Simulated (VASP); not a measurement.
# MoSe (F-43m) in VASP: a series of runs

The runs below take MoSe through single point, with PBE, r2SCAN.

Program: VASP 6.6.1. These are calculated values, not measurements. Logs are shortened: lines on timing, memory, paths and dates and some standing lists are left out, and cuts for length are marked.

### 1 The cell of the first run

Symmetry: F-43m, No. 216, cubic system. The conventional cell has a = 5.811 Å, b = 5.811 Å, c = 5.811 Å, α = 90.00°, β = 90.00°, γ = 90.00°. Mo (site symmetry -43m) has 4 Se at 2.52 Å within 3.3 Å. Within 3.3 Å of Se (site symmetry -43m) lie 4 Mo at 2.52 Å.

### 2 Single point, PBE, collinear spin, ferromagnetic start (volume scaled by 1.070)

INCAR reads:

```
PREC     = Accurate       # precision mode
ENCUT    = 520            # plane-wave cutoff, eV
EDIFF    = 1E-7           # SCF threshold, eV
ISMEAR   = 0              # smearing method
SIGMA    = 0.05           # smearing width, eV
LREAL    = F              # projectors in reciprocal space
LASPH    = T              # aspherical terms in the spheres
NELM     = 150            # most SCF steps
ALGO     = Normal         # electronic algorithm
ISIF     = 2              # what is computed and relaxed
LWAVE    = F              # write WAVECAR
LCHARG   = F              # write CHGCAR
ISPIN    = 2              # spin polarisation
MAGMOM   = 0.99 0         # initial moments
LORBIT   = 11             # projections on sites
LMAXMIX  = 4              # l up to which the mixer works
GGA      = PE             # functional
NBANDS   = 21             # bands
```

KPOINTS reads:

```
Automatic mesh
0
Gamma
  10 10 10
```

POSCAR reads:

```
MoSe
1.0
    0.0000000000      2.9053088931      2.9053088931
    2.9053088931      0.0000000000      2.9053088931
    2.9053088931      2.9053088931      0.0000000000
Mo Se
1 1
Direct
    0.0000000000      0.0000000000      0.0000000000
    0.2500000000      0.2500000000      0.2500000000
```

Potentials or basis: VASP PAW PBE potentials, release 64 (Mo_sv, Se).

The run is started by

```
cat potpaw_PBE.64/Mo_sv/POTCAR potpaw_PBE.64/Se/POTCAR > POTCAR
mpirun -np 1 vasp_std > vasp.out
```

OUTCAR:

```text
PREC = Accurate
   ENCUT = 520
   EDIFF = 1E-7
   ISMEAR = 0
   LREAL = F
   LASPH = T
   NELM = 150
   ISIF = 2
   ISPIN = 2
   LORBIT = 11
   GGA = PE

 ion  position               nearest neighbor table
   1  0.000  0.000  0.000-   2 2.52   2 2.52   2 2.52   2 2.52
   2  0.250  0.250  0.250-   1 2.52   1 2.52   1 2.52   1 2.52

  LATTYP: Found a face centered cubic cell.
 ALAT       =     5.8106177862

  Lattice vectors:

 A1 = (   0.0000000000,   2.9053088931,   2.9053088931)
 A2 = (   2.9053088931,   0.0000000000,   2.9053088931)
 A3 = (   2.9053088931,   2.9053088931,   0.0000000000)

Analysis of symmetry for initial positions (statically):
=====================================================================
 Subroutine PRICEL returns:
 Original cell was already a primitive cell.

 Routine SETGRP: Setting up the symmetry group for a
 face centered cubic supercell.

 Subroutine GETGRP returns: Found 24 space group operations
 (whereof 24 operations were pure point group operations)
 out of a pool of 48 trial point group operations.

The static configuration has the point symmetry T_d .

Analysis of symmetry for dynamics (positions and initial velocities):
=====================================================================
 Subroutine PRICEL returns:
 Original cell was already a primitive cell.

 Routine SETGRP: Setting up the symmetry group for a
 face centered cubic supercell.

 Subroutine GETGRP returns: Found 24 space group operations
 (whereof 24 operations were pure point group operations)
 out of a pool of 48 trial point group operations.

The dynamic configuration has the point symmetry T_d .

Analysis of structural, dynamic, and magnetic symmetry:
=====================================================================
 Subroutine PRICEL returns:
 Original cell was already a primitive cell.

 Routine SETGRP: Setting up the symmetry group for a
 face centered cubic supercell.

 Subroutine GETGRP returns: Found 24 space group operations
 (whereof 24 operations were pure point group operations)
 out of a pool of 48 trial point group operations.

The overall configuration has the point symmetry T_d .

 Subroutine INISYM returns: Found 24 space group operations
 (whereof 24 operations are pure point group operations),
 and found     1 'primitive' translations

----------------------------------------------------------------------------------------

                                     Primitive cell

  volume of cell :      49.0464

  direct lattice vectors                    reciprocal lattice vectors
     0.000000000  2.905308893  2.905308893    -0.172098740  0.172098740  0.172098740
     2.905308893  0.000000000  2.905308893     0.172098740 -0.172098740  0.172098740
     2.905308893  2.905308893  0.000000000     0.172098740  0.172098740 -0.172098740

  length of vectors
     4.108727240  4.108727240  4.108727240     0.298083762  0.298083762  0.298083762

  position of ions in fractional coordinates (direct lattice)
     0.000000000  0.000000000  0.000000000
     0.250000000  0.250000000  0.250000000

  ion indices of the primitive-cell ions
   primitive index   ion index
                 1           1
                 2           2

----------------------------------------------------------------------------------------

 KPOINTS: Automatic mesh

Automatic generation of k-mesh.
 Grid dimensions read from file:
 generate k-points for:   10   10   10

 Generating k-lattice:

  Cartesian coordinates                     Fractional coordinates (reciprocal lattice)
    -0.017209874  0.017209874  0.017209874     0.100000000  0.000000000  0.000000000
     0.017209874 -0.017209874  0.017209874     0.000000000  0.100000000  0.000000000
     0.017209874  0.017209874 -0.017209874     0.000000000  0.000000000  0.100000000

  Length of vectors
     0.029808376  0.029808376  0.029808376

  Shift w.r.t. Gamma in fractional coordinates (k-lattice)
     0.000000000  0.000000000  0.000000000

 Subroutine IBZKPT returns following result:
 ===========================================

 Found     47 irreducible k-points:

 Following reciprocal coordinates:
            Coordinates               Weight
  0.000000  0.000000  0.000000      1.000000
  0.100000  0.000000  0.000000      8.000000
  0.200000  0.000000  0.000000      8.000000
  0.300000  0.000000  0.000000      8.000000
  0.400000  0.000000  0.000000      8.000000
  0.500000  0.000000  0.000000      4.000000
[... 16 lines left out ...]
  0.300000  0.300000  0.000000      6.000000
  0.400000  0.300000  0.000000     24.000000
 [... further k-points ...]
   k-points           NKPTS =     47   k-points in BZ     NKDIM =     47   number of bands    NBANDS=     21
   number of dos      NEDOS =    301   number of ions     NIONS =      2
   total plane-waves  NPLWV =  32768
   dimension x,y,z NGX =    32 NGY =   32 NGZ =   32
   dimension x,y,z NGXF=    64 NGYF=   64 NGZF=   64
   ions per type =               1   1
   NGX,Y,Z   is equivalent  to a cutoff of  12.95, 12.95, 12.95 a.u.
   NGXF,Y,Z  is equivalent  to a cutoff of  25.90, 25.90, 25.90 a.u.
 SYSTEM =  unknown system
   PREC   = accura    normal or accurate (medium, high low for compatibility)
   ISTART =      0    job   : 0-new  1-cont  2-samecut
   ICHARG =      2    charge: 1-file 2-atom 10-const
   ISPIN  =      2    spin polarized calculation?
   LNONCOLLINEAR =      F non collinear calculations
   LSORBIT =      F    spin-orbit coupling
   LASPH  =      T    aspherical Exc in radial PAW
   ENCUT  =  520.0 eV  38.22 Ry    6.18 a.u.   7.64  7.64  7.64*2*pi/ulx,y,z
   NELM   =    150;   NELMIN=  2; NELMDL= -5     # of ELM steps
   EDIFF  = 0.1E-06   stopping-criterion for ELM
   LREAL  =      F    real-space projection
   EDIFFG = 0.1E-05   stopping-criterion for IOM
   NSW    =      0    number of steps for IOM
   IBRION =     -1    ionic relax: 0-MD 1-quasi-New 2-CG
   NFREE  =      0    steps in history (QN), initial steepest desc. (CG)
   ISIF   =      2    stress and relaxation
   ISYM   =      2    0-nonsym 1-usesym 2-fastsym
   POTIM  = 0.5000    time-step for ionic-motion
   TEBEG  =    0.0;   TEEND  =   0.0 temperature during run
   PSTRESS=    0.0 pullay stress
   NELECT =      20.0000    total number of electrons
   NUPDOWN=      -1.0000    fix difference up-down
   EMIN   =  10.00;   EMAX   =-10.00  energy-range for DOS
   EFERMI =   0.00;   METHOD = LEGACY
   ISMEAR =     0;   SIGMA  =   0.05  broadening in eV -4-tet -1-fermi 0-gaus
   EFERMI_NEDOS =   21; number of points for ismear=-14 and -15
   IALGO  =     38    algorithm
   IMIX   =      4    mixing-type and parameters
     AMIX     =   0.40;   BMIX     =  1.00
     AMIX_MAG =   1.60;   BMIX_MAG =  1.00
  volume/ion in A,a.u.               =      24.52       165.49
  Fermi-wavevector in a.u.,A,eV,Ry     =   1.213992  2.294112 20.051950  1.473777
  Thomas-Fermi vector in A             =   2.349426
   LORBIT       =     11    0 simple, 1 ext, 2 COOP (PROOUT), +10 PAW based schemes
   GGA     = PE    functional components
   LHFCALC =     F    Hartree Fock is set to
   AEXX    =    0.0000 exact exchange contribution
   IVDW    =     0    specifies the selected vdW correction
   LEPSILON=     F    determine dielectric tensor
   LRPA    =     F    only Hartree local field effects (RPA)
 spin polarized calculation
 Gauss-broadening in eV      SIGMA  =   0.05
  energy-cutoff  :      520.00
  volume of cell :       49.05
 maximum number of plane-waves:      1363
   NGX = 15   NGY = 15   NGZ = 15

 number of electron      19.9999999 magnetization       1.2796141

 Free energy of the ion-electron system (eV)
  ---------------------------------------------------
  ext. energy  EPLUGINS =         0.00000000
  ---------------------------------------------------
  free energy    TOTEN  =       -13.43536503 eV

  energy without entropy =      -13.43238718  energy(sigma->0) =      -13.43387610

 E-fermi :   5.6081     XC(G=0):  -9.9152

 val. band max:        5.6080142687   @ k =  -0.4000   0.1000   0.0000
 cond. band min:       5.6150796422   @ k =  -0.4000   0.1000   0.0000
 fundamental gap:      0.0070653735
 Fermi energy:         5.6081127047

 spin component 1

 k-point     1 :       0.0000    0.0000    0.0000
  band No.  band energies     occupation
      1     -55.7459      1.00000
      2     -29.9000      1.00000
      3     -29.9000      1.00000
      4     -29.8999      1.00000
      5      -8.8902      1.00000
      6       0.8306      1.00000
[... 13 lines left out ...]
     20      18.0811      0.00000
     21      18.0811      0.00000

 k-point     2 :       0.1000    0.0000    0.0000
  band No.  band energies     occupation
      1     -55.7457      1.00000
      2     -29.9036      1.00000
      3     -29.9005      1.00000
      4     -29.9005      1.00000
      5      -8.8398      1.00000
      6       0.7130      1.00000
[... 520 lines left out ...]
 k-point    24 :       0.4000    0.3000    0.0000
  band No.  band energies     occupation
      1     -55.7440      1.00000
      2     -29.9313      1.00000
      3     -29.9114      1.00000
      4     -29.9104      1.00000
      5      -8.3113      1.00000
      6      -0.0725      1.00000
[... 13 lines left out ...]
     20      20.2139      0.00000
     21      20.9341      0.00000

 [... further k-points ...]

 spin component 2

 k-point     1 :       0.0000    0.0000    0.0000
  band No.  band energies     occupation
      1     -55.0372      1.00000
      2     -29.1163      1.00000
      3     -29.1163      1.00000
      4     -29.1163      1.00000
      5      -8.8656      1.00000
      6       1.0545      1.00000
[... 13 lines left out ...]
     20      18.2846      0.00000
     21      18.2846      0.00000

 k-point     2 :       0.1000    0.0000    0.0000
  band No.  band energies     occupation
      1     -55.0370      1.00000
      2     -29.1202      1.00000
      3     -29.1169      1.00000
      4     -29.1169      1.00000
      5      -8.8167      1.00000
      6       0.9306      1.00000
[... 520 lines left out ...]
 k-point    24 :       0.4000    0.3000    0.0000
  band No.  band energies     occupation
      1     -55.0352      1.00000
      2     -29.1496      1.00000
      3     -29.1283      1.00000
      4     -29.1273      1.00000
      5      -8.3053      1.00000
      6       0.1688      1.00000
[... 13 lines left out ...]
     20      20.5169      0.00000
     21      21.1507      0.00000

 [... further k-points ...]
[... 5 lines left out ...]
  --------------------------------------------------------------------------------------
  -------------------------------------------------------------------------------------
  Total       -1.7613263     -1.7613263     -1.7613263      0.0000000      0.0000000      0.0000000
  in kB      -57.5365037    -57.5365037    -57.5365037      0.0000000      0.0000000      0.0000000
  external PRESSURE =     -57.5365037 kB  Pullay stress =       0.0000000 kB

 VOLUME and BASIS-vectors are now :
 -----------------------------------------------------------------------------
  energy-cutoff  :      520.00
  volume of cell :       49.05
      direct lattice vectors                 reciprocal lattice vectors
     0.000000000  2.905308893  2.905308893    -0.172098740  0.172098740  0.172098740
     2.905308893  0.000000000  2.905308893     0.172098740 -0.172098740  0.172098740
     2.905308893  2.905308893  0.000000000     0.172098740  0.172098740 -0.172098740

 POSITION                                       TOTAL-FORCE (eV/Angst)
 -----------------------------------------------------------------------------------
      0.00000      0.00000      0.00000        -0.000000     -0.000000      0.000000
      1.45265      1.45265      1.45265         0.000000      0.000000      0.000000
 -----------------------------------------------------------------------------------
    total drift:                                0.000000      0.000000      0.000000

  FREE ENERGIE OF THE ION-ELECTRON SYSTEM (eV)
  ---------------------------------------------------
  free  energy   TOTEN  =       -13.4353650329 eV

  energy  without entropy=      -13.4323871760  energy(sigma->0) =      -13.43387610

 total charge

# of ion       s       p       d       tot
------------------------------------------
    1        2.243   6.084   3.991  12.318
    2        1.427   2.377   0.109   3.913
--------------------------------------------------
tot          3.670   8.461   4.100  16.231

 magnetization (x)

# of ion       s       p       d       tot
------------------------------------------
    1        0.027   0.011   1.092   1.131
    2       -0.004  -0.038   0.017  -0.026
--------------------------------------------------
tot          0.023  -0.027   1.109   1.105
```

It took 4.1 min on 1 thread of AMD EPYC 7R13, shared host; peak memory 0.22 GiB.

Results:

```
Free energy                                           : -13.4354 eV
Pressure                                              : -5.8 GPa
Net moment                                            : 1.28 μB per cell
Site moments                                          : Mo +1.13; Se -0.03 μB
Valence electrons inside the program's atomic spheres : Mo 12.32; Se 3.91
```

(Part 1 of 2 ends here.)
